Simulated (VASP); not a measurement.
# ZnO (P6_3mc) in VASP: further runs

The runs below take ZnO through single point, with PBE-based screened hybrid with 50 % exact exchange, PBE+D3(BJ).

Everything below comes from runs of VASP 6.6.1. Logs are shortened: lines on timing, memory, paths and dates and some standing lists are left out, and cuts for length are marked.

**1. The cell of the first run**

Symmetry: P6_3mc, No. 186, hexagonal system. The conventional cell has a = 3.235 Å, b = 3.235 Å, c = 5.211 Å, α = 90.00°, β = 90.00°, γ = 120.00°. Within 2.6 Å of Zn (site symmetry 3m) lie 4 O at 1.97 to 1.98 Å. Within 2.6 Å of O (site symmetry 3m) lie 4 Zn at 1.97 to 1.98 Å.

**2. Single point, PBE-based screened hybrid with 50 % exact exchange**

Input file POSCAR:

```
ZnO
1.0
    3.2353522072      0.0000000000      0.0000000000
   -1.6176761036      2.8018972017      0.0000000000
    0.0000000000      0.0000000000      5.2109131099
Zn O
2 2
Direct
    0.3333333333      0.6666666667      0.4996551081
    0.6666666667      0.3333333333     -0.0003448919
    0.6666666667      0.3333333333      0.3793548919
    0.3333333333      0.6666666667      0.8793548919
```

Input file INCAR.step1:

```
PREC     = Accurate       # precision mode
ENCUT    = 520            # plane-wave cutoff, eV
EDIFF    = 1E-5           # SCF threshold, eV
ISMEAR   = 0              # smearing method
SIGMA    = 0.01           # smearing width, eV
LREAL    = False          # projectors in reciprocal space
LASPH    = True           # aspherical terms in the spheres
NELM     = 60             # most SCF steps
ALGO     = Normal         # electronic algorithm
ISIF     = 2              # what is computed and relaxed
LWAVE    = True           # write WAVECAR
NBANDS   = 26             # bands
GGA      = PE             # functional
```

Input file INCAR.step2:

```
PREC     = Accurate       # precision mode
ENCUT    = 520            # plane-wave cutoff, eV
EDIFF    = 1E-7           # SCF threshold, eV
ISMEAR   = 0              # smearing method
SIGMA    = 0.01           # smearing width, eV
LREAL    = False          # projectors in reciprocal space
LASPH    = True           # aspherical terms in the spheres
NELM     = 60             # most SCF steps
ALGO     = Normal         # electronic algorithm
ISIF     = 2              # what is computed and relaxed
LWAVE    = False          # write WAVECAR
LCHARG   = True           # write CHGCAR
GGA      = PE             # functional
LHFCALC  = True           # exact exchange
AEXX     = 0.5            # exact-exchange fraction
HFSCREEN = 0.3            # screening, 1/A
PRECFOCK = Normal       
LELF     = True           # ELF
LVHAR    = True         
NBANDS   = 26             # bands
ISTART   = 1
```

Input file KPOINTS:

```
Automatic mesh
0
Gamma
  6 6 2
```

Potentials or basis: VASP PAW PBE potentials, release 64 (Zn, O).

Command:

```bash
$ cat potpaw_PBE.64/Zn/POTCAR potpaw_PBE.64/O/POTCAR > POTCAR
$ cp INCAR.step1 INCAR
$ mpirun -np 1 vasp_std > vasp.out
$ cp INCAR.step2 INCAR
$ mpirun -np 1 vasp_std > vasp.out
```

OUTCAR:

```text
PREC = Accurate
   ENCUT = 520
   EDIFF = 1E-7
   ISMEAR = 0
   LREAL = False
   LASPH = True
   NELM = 60
   ISIF = 2
   GGA = PE
   LHFCALC = True
   AEXX = 0.5
   HFSCREEN = 0.3
   PRECFOCK = Normal
   ISTART = 1

 ion  position               nearest neighbor table
   1  0.333  0.667  0.500-   3 1.97   3 1.97   3 1.97   4 1.98
   2  0.667  0.333  1.000-   4 1.97   4 1.97   4 1.97   3 1.98
   3  0.667  0.333  0.379-   1 1.97   1 1.97   1 1.97   2 1.98
   4  0.333  0.667  0.879-   2 1.97   2 1.97   2 1.97   1 1.98

  LATTYP: Found a hexagonal cell.
 ALAT       =     3.2353522072
 C/A-ratio  =     1.6106169518

  Lattice vectors:

 A1 = (   3.2353522072,   0.0000000000,   0.0000000000)
 A2 = (  -1.6176761036,   2.8018972017,   0.0000000000)
 A3 = (   0.0000000000,   0.0000000000,   5.2109131099)

Analysis of symmetry for initial positions (statically):
=====================================================================
 Subroutine PRICEL returns:
 Original cell was already a primitive cell.

 Routine SETGRP: Setting up the symmetry group for a
 hexagonal supercell.

 Subroutine GETGRP returns: Found 12 space group operations
 (whereof  6 operations were pure point group operations)
 out of a pool of 24 trial point group operations.

The static configuration has the point symmetry C_3v.
 The point group associated with its full space group is C_6v.

Analysis of symmetry for dynamics (positions and initial velocities):
=====================================================================
 Subroutine PRICEL returns:
 Original cell was already a primitive cell.

 Routine SETGRP: Setting up the symmetry group for a
 hexagonal supercell.

 Subroutine GETGRP returns: Found 12 space group operations
 (whereof  6 operations were pure point group operations)
 out of a pool of 24 trial point group operations.

The dynamic configuration has the point symmetry C_3v.
 The point group associated with its full space group is C_6v.

 Subroutine INISYM returns: Found 12 space group operations
 (whereof  6 operations are pure point group operations),
 and found     1 'primitive' translations

----------------------------------------------------------------------------------------

                                     Primitive cell

  volume of cell :      47.2376

  direct lattice vectors                    reciprocal lattice vectors
     3.235352207  0.000000000  0.000000000     0.309085359  0.178450515  0.000000000
    -1.617676104  2.801897202  0.000000000     0.000000000  0.356901031  0.000000000
     0.000000000  0.000000000  5.210913110     0.000000000  0.000000000  0.191904946

  length of vectors
     3.235352207  3.235352207  5.210913110     0.356901031  0.356901031  0.191904946

  position of ions in fractional coordinates (direct lattice)
     0.333333333  0.666666667  0.499655108
     0.666666667  0.333333333  0.999655108
     0.666666667  0.333333333  0.379354892
     0.333333333  0.666666667  0.879354892

  ion indices of the primitive-cell ions
   primitive index   ion index
                 1           1
                 2           2
                 3           3
                 4           4

----------------------------------------------------------------------------------------

 KPOINTS: Automatic mesh

Automatic generation of k-mesh.
 Grid dimensions read from file:
 generate k-points for:    6    6    2

 Generating k-lattice:

  Cartesian coordinates                     Fractional coordinates (reciprocal lattice)
     0.051514227  0.029741753  0.000000000     0.166666667  0.000000000  0.000000000
     0.000000000  0.059483505  0.000000000     0.000000000  0.166666667  0.000000000
     0.000000000  0.000000000  0.095952473     0.000000000  0.000000000  0.500000000

  Length of vectors
     0.059483505  0.059483505  0.095952473

  Shift w.r.t. Gamma in fractional coordinates (k-lattice)
     0.000000000  0.000000000  0.000000000

 Subroutine IBZKPT returns following result:
 ===========================================

 Found     14 irreducible k-points:

 Following reciprocal coordinates:
            Coordinates               Weight
  0.000000  0.000000  0.000000      1.000000
  0.166667  0.000000  0.000000      6.000000
  0.333333  0.000000  0.000000      6.000000
  0.500000  0.000000  0.000000      3.000000
  0.166667  0.166667  0.000000      6.000000
  0.333333  0.166667  0.000000     12.000000
  0.333333  0.333333  0.000000      2.000000
  0.000000  0.000000  0.500000      1.000000
  0.166667  0.000000  0.500000      6.000000
  0.333333  0.000000  0.500000      6.000000
  0.500000  0.000000  0.500000      3.000000
  0.166667  0.166667  0.500000      6.000000
  0.333333  0.166667  0.500000     12.000000
  0.333333  0.333333  0.500000      2.000000
   k-points           NKPTS =     14   k-points in BZ     NKDIM =     72   number of bands    NBANDS=     26
   number of dos      NEDOS =    301   number of ions     NIONS =      4
   total plane-waves  NPLWV =  23040
   dimension x,y,z NGX =    24 NGY =   24 NGZ =   40
   dimension x,y,z NGXF=    48 NGYF=   48 NGZF=   80
   ions per type =               2   2
   NGX,Y,Z   is equivalent  to a cutoff of  12.33, 12.33, 12.76 a.u.
   NGXF,Y,Z  is equivalent  to a cutoff of  24.66, 24.66, 25.52 a.u.
 SYSTEM =  unknown system
   PREC   = accura    normal or accurate (medium, high low for compatibility)
   ISTART =      1    job   : 0-new  1-cont  2-samecut
   ICHARG =      0    charge: 1-file 2-atom 10-const
   ISPIN  =      1    spin polarized calculation?
   LNONCOLLINEAR =      F non collinear calculations
   LSORBIT =      F    spin-orbit coupling
   LASPH  =      T    aspherical Exc in radial PAW
   ENCUT  =  520.0 eV  38.22 Ry    6.18 a.u.   6.02  6.02  9.69*2*pi/ulx,y,z
   NELM   =     60;   NELMIN=  2; NELMDL=  0     # of ELM steps
   EDIFF  = 0.1E-06   stopping-criterion for ELM
   LREAL  =      F    real-space projection
   EDIFFG = 0.1E-05   stopping-criterion for IOM
   NSW    =      0    number of steps for IOM
   IBRION =     -1    ionic relax: 0-MD 1-quasi-New 2-CG
   NFREE  =      0    steps in history (QN), initial steepest desc. (CG)
   ISIF   =      2    stress and relaxation
   ISYM   =      3    0-nonsym 1-usesym 2-fastsym
   POTIM  = 0.5000    time-step for ionic-motion
   TEBEG  =    0.0;   TEEND  =   0.0 temperature during run
   PSTRESS=    0.0 pullay stress
   NELECT =      36.0000    total number of electrons
   NUPDOWN=      -1.0000    fix difference up-down
   EMIN   =  10.00;   EMAX   =-10.00  energy-range for DOS
   EFERMI =   0.00;   METHOD = LEGACY
   ISMEAR =     0;   SIGMA  =   0.01  broadening in eV -4-tet -1-fermi 0-gaus
   EFERMI_NEDOS =   21; number of points for ismear=-14 and -15
   IALGO  =     38    algorithm
   IMIX   =      1    mixing-type and parameters
     AMIX     =   0.40;   BMIX     =  1.00
     AMIX_MAG =   1.60;   BMIX_MAG =  1.00
  volume/ion in A,a.u.               =      11.81        79.69
  Fermi-wavevector in a.u.,A,eV,Ry     =   1.495362  2.825825 30.424107  2.236109
  Thomas-Fermi vector in A             =   2.607517
   LORBIT       =      0    0 simple, 1 ext, 2 COOP (PROOUT), +10 PAW based schemes
   GGA     = PE    functional components
   LHFCALC =     T    Hartree Fock is set to
   PRECFOCK=normal    Normal, Fast or Accurate (Low or Medium for compatibility)
   ENCUT4O =  -1.0   cutoff for four orbital integrals eV
   NKREDX  =     1    reduce k-point grid by
   NKREDY  =     1    reduce k-point grid by
   NKREDZ  =     1    reduce k-point grid by
   AEXX    =    0.5000 exact exchange contribution
   HFSCREEN=    0.3000 screening length (either q_TF or 0.3 A-1)
   HFSCREENC=   0.3000 screening length for correlation (either q_TF or 0.3 A-1)
   ENCUTFOCK=  -1.0 apply spherical cutoff to Coloumb kernel
   IVDW    =     0    specifies the selected vdW correction
   LEPSILON=     F    determine dielectric tensor
   LRPA    =     F    only Hartree local field effects (RPA)
 non-spin polarized calculation
 Gauss-broadening in eV      SIGMA  =   0.01
  energy-cutoff  :      520.00
  volume of cell :       47.24
 maximum number of plane-waves:      1296
  NGX = 20; NGY = 20; NGZ = 30

 number of electron      36.0000016 magnetization

 Free energy of the ion-electron system (eV)
  ---------------------------------------------------
  ext. energy  EPLUGINS =         0.00000000
  ---------------------------------------------------
  free energy    TOTEN  =       -26.98975874 eV

  energy without entropy =      -26.98975874  energy(sigma->0) =      -26.98975874

 E-fermi :  -0.9475     XC(G=0):  -7.2696

 val. band max:       -1.0065412833   @ k =   0.0000   0.0000   0.0000
 cond. band min:       2.8214528871   @ k =   0.0000   0.0000   0.0000
 fundamental gap:      3.8279941704
 Fermi energy:        -0.9475476017

 k-point     1 :       0.0000    0.0000    0.0000
  band No.  band energies     occupation
      1     -21.8482      2.00000
      2     -21.0814      2.00000
      3      -8.6165      2.00000
      4      -8.6165      2.00000
      5      -8.5853      2.00000
      6      -8.4194      2.00000
[... 18 lines left out ...]
     25      17.1846      0.00000
     26      17.1846      0.00000

 k-point     2 :       0.1667    0.0000    0.0000
  band No.  band energies     occupation
      1     -21.6913      2.00000
      2     -21.0149      2.00000
      3      -8.6423      2.00000
      4      -8.5325      2.00000
      5      -8.4981      2.00000
      6      -8.3648      2.00000
[... 18 lines left out ...]
     25      16.8628      0.00000
     26      17.4306      0.00000

 k-point     3 :       0.3333    0.0000    0.0000
  band No.  band energies     occupation
      1     -21.3405      2.00000
      2     -20.9040      2.00000
      3      -8.6167      2.00000
      4      -8.4012      2.00000
      5      -8.3543      2.00000
      6      -8.0859      2.00000
[... 282 lines left out ...]
 k-point    13 :       0.3333    0.1667    0.5000
  band No.  band energies     occupation
      1     -20.9951      2.00000
      2     -20.9951      2.00000
      3      -8.4861      2.00000
      4      -8.4861      2.00000
      5      -8.1673      2.00000
      6      -8.1673      2.00000
[... 18 lines left out ...]
     25      16.9610      0.00000
     26      16.9610      0.00000

 k-point    14 :       0.3333    0.3333    0.5000
  band No.  band energies     occupation
      1     -20.9353      2.00000
      2     -20.9353      2.00000
      3      -8.3430      2.00000
      4      -8.3430      2.00000
      5      -8.2497      2.00000
      6      -8.2497      2.00000
[... 18 lines left out ...]
     25      18.1211      0.00000
     26      18.1211      0.00000

------------------------ aborting loop because EDIFF is reached ----------------------------------------

  FORCE on cell =-STRESS in cart. coord.  units (eV):
  Direction    XX          YY          ZZ          XY          YZ          ZX
  --------------------------------------------------------------------------------------
  -------------------------------------------------------------------------------------
  Total       -0.0488452     -0.0488452     -0.2214485      0.0000000      0.0000000     -0.0000000
  in kB       -1.6567047     -1.6567047     -7.5109634      0.0000000      0.0000000     -0.0000000
  external PRESSURE =      -3.6081243 kB  Pullay stress =       0.0000000 kB

 VOLUME and BASIS-vectors are now :
 -----------------------------------------------------------------------------
  energy-cutoff  :      520.00
  volume of cell :       47.24
      direct lattice vectors                 reciprocal lattice vectors
     3.235352207  0.000000000  0.000000000     0.309085359  0.178450515  0.000000000
    -1.617676104  2.801897202  0.000000000     0.000000000  0.356901031  0.000000000
     0.000000000  0.000000000  5.210913110     0.000000000  0.000000000  0.191904946

 POSITION                                       TOTAL-FORCE (eV/Angst)
 -----------------------------------------------------------------------------------
     -0.00000      1.86793      2.60366        -0.000000      0.000000     -0.016333
      1.61768      0.93397      5.20912         0.000000     -0.000000     -0.016333
      1.61768      0.93397      1.97679         0.000000      0.000000      0.016333
     -0.00000      1.86793      4.58224        -0.000000     -0.000000      0.016333
 -----------------------------------------------------------------------------------
    total drift:                                0.000000      0.000001     -0.002845

  FREE ENERGIE OF THE ION-ELECTRON SYSTEM (eV)
  ---------------------------------------------------
  free  energy   TOTEN  =       -26.9897587354 eV

  energy  without entropy=      -26.9897587354  energy(sigma->0) =      -26.98975874
```

It took 46 min on 1 thread of AMD EPYC 7R13 (Zen 3), shared host; peak memory 0.25 GiB.

Results:

| Property | Result |
| --- | --- |
| Free energy | -26.9898 eV |
| Pressure | -0.4 GPa |
| Largest force | 0.016 eV/Å |
| Band gap on the k mesh | 3.83 eV |

Forces on the atoms (eV/Å):
```
Zn   0.000  0.000 -0.016
Zn   0.000  0.000 -0.016
O    0.000  0.000  0.016
O    0.000  0.000  0.016
```

Levels at points of the mesh, in eV from the valence-band top:
```tsv
k point	band 16	band 17	band 18	band 19	band 20	band 21
(0.00, 0.00, 0.00)	-0.07	0.00	0.00	3.83	8.74	11.83
(0.50, 0.00, 0.00)	-2.45	-1.46	-0.91	9.32	10.01	10.71
(0.00, 0.00, 0.50)	-0.44	-0.44	-0.44	6.60	6.60	13.78
(0.50, 0.00, 0.50)	-1.66	-1.51	-1.51	8.88	8.88	12.42
```

Caveat: the k points lie up to 0.60 Å⁻¹ apart; the PAW data sets were made with another functional, which shifts forces and pressure a little.

**3. Single point, PBE+D3(BJ)**

Input file INCAR:

```
  PREC = Accurate
  ENCUT = 1340
  EDIFF = 1E-6
  ISMEAR = 0
  SIGMA = 0.01
  LREAL = False
  LASPH = True
  NELM = 120
  ALGO = Normal
  ISIF = 2
  LWAVE = False
  LCHARG = False
  GGA = PE
  IVDW = 12
  NBANDS = 26
  GGA_COMPAT = False
```

Input file KPOINTS:

```
Automatic mesh
0
Gamma
  6 6 4
```

POSCAR is that of step 2.

Potentials or basis: VASP PAW PBE potentials, release 64 (Zn, O_h).

Command:

```bash
$ cat potpaw_PBE.64/Zn/POTCAR potpaw_PBE.64/O_h/POTCAR > POTCAR
$ mpirun -np 1 vasp_std > vasp.out
```

Wall time 71 s (1 thread of Intel Xeon Platinum 8488C (Sapphire Rapids), shared host); peak memory 0.36 GiB.

Results (log left out):

* Free energy: -18.7252 eV
* Pressure: 3.9 GPa
* Largest force: 0.006 eV/Å
* Band gap on the k mesh: 0.79 eV
* Dispersion energy per atom: -0.226 eV

Forces on the atoms (eV/Å):
```
Zn   0.000  0.000  0.006
Zn   0.000  0.000  0.006
O    0.000  0.000 -0.006
O    0.000  0.000 -0.006
```

Stress tensor (GPa, compression positive):
```
3.82 0.00 0.00
0.00 3.82 0.00
0.00 0.00 3.97
```

Levels at points of the mesh, in eV from the valence-band top:
```tsv
k point	band 15	band 16	band 17	band 18	band 19	band 20	band 21	band 22
(0.00, 0.00, 0.00)	-0.80	-0.09	0.00	0.00	0.79	5.25	8.23	12.93
(0.50, 0.00, 0.00)	-2.85	-2.29	-1.30	-0.85	5.81	6.88	7.60	8.55
(0.00, 0.00, 0.50)	-0.40	-0.40	-0.40	-0.40	3.47	3.47	10.10	10.10
(0.50, 0.00, 0.50)	-1.53	-1.53	-1.39	-1.39	5.72	5.72	8.47	8.47
```

Caveat: the cell stands under pressure; semilocal functionals underestimate gaps, and a narrow one can read as zero. PBE gaps usually lie below the measured ones, often by a third to a half.
